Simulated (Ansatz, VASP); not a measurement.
AgC2: VASP beside Ansatz

INCAR

```
SYSTEM = AgC2
ALGO = Normal
EDIFF = 1E-6
ENCUT = 600
GGA = PE
GGA_COMPAT = .False.
ISIF = 2
ISMEAR = 0
LASPH = .True.
LCHARG = .False.
LREAL = .False.
LWAVE = .False.
NBANDS = 28
NELM = 120
PREC = Accurate
SIGMA = 0.1
```

KPOINTS

```
k-points
0
Gamma
  6 6 2
  0 0 0
```

POSCAR

```
AgC2
1.0
    2.5537331351      0.0000000000      0.0000000000
   -1.2768665676      2.2115977695      0.0000000000
    0.0000000000      0.0000000000     14.4868187710
Ag C
2 4
Direct
    0.6666666667      0.3333333333      0.2500000000
    0.3333333333      0.6666666667      0.7500000000
    0.3333333333      0.6666666667      0.5000366244
    0.3333333333      0.6666666667      0.9999633756
    0.6666666667      0.3333333333      0.0000366244
    0.6666666667      0.3333333333      0.4999633756
```

Input for Ansatz:

```yaml
crystal:
  lattice:
    - [2.5537331351, 0.0, 0.0]
    - [-1.2768665676, 2.2115977695, 0.0]
    - [0.0, 0.0, 14.486818771]
  atoms:
    - { symbol: Ag, position: [0.6666666667, 0.3333333333, 0.25] }
    - { symbol: Ag, position: [0.3333333333, 0.6666666667, 0.75] }
    - { symbol: C, position: [0.3333333333, 0.6666666667, 0.5000366244] }
    - { symbol: C, position: [0.3333333333, 0.6666666667, 0.9999633756] }
    - { symbol: C, position: [0.6666666667, 0.3333333333, 3.66244e-05] }
    - { symbol: C, position: [0.6666666667, 0.3333333333, 0.4999633756] }
basis:
  ecutwfc: 420
kpoints:
  mp_grid: { grid: [6, 6, 2] }
hamiltonian:
  xc: pbe
scf:
  occupations: { method: gaussian, width: 0.1 }
  lower_state_search: "off"
output:
  forces: true
  stress: true
  eigenvalues: true
```

Change from the starting cell: species swapped into the MgSn2 type (P6_3/mmc, No. 194).

Alike in both runs: task single point; functional PBE; k mesh 6 × 6 × 2; occupations gaussian, width 0.1 eV; no spin polarisation.

```csv
,VASP,Ansatz
version,VASP 6.6.1,Ansatz 0.2.0
potentials or method,"VASP PAW PBE potentials, release 64 (Ag, C), cutoff 600 eV","scalar-relativistic, plane waves, PAW"
valence electrons in the cell,38,54
```

|  | VASP | Ansatz | Ansatz less VASP |
| --- | --- | --- | --- |
| gap on the k mesh at the Fermi level (eV) | none | none | - |
| pressure (GPa) | 0.5 | 0.6 | +0.19 |
| traceless stress, the component that is largest in VASP (GPa) | 1.42 | 1.39 | -0.026 |

A gap of «none» marks a metal or a gap that the smearing closes. VASP's potentials hold 38 valence electrons a cell and Ansatz's 54, so a difference there can come from the potentials and not from the codes.

The k mesh is coarse, so the values compare programs but aren't converged.
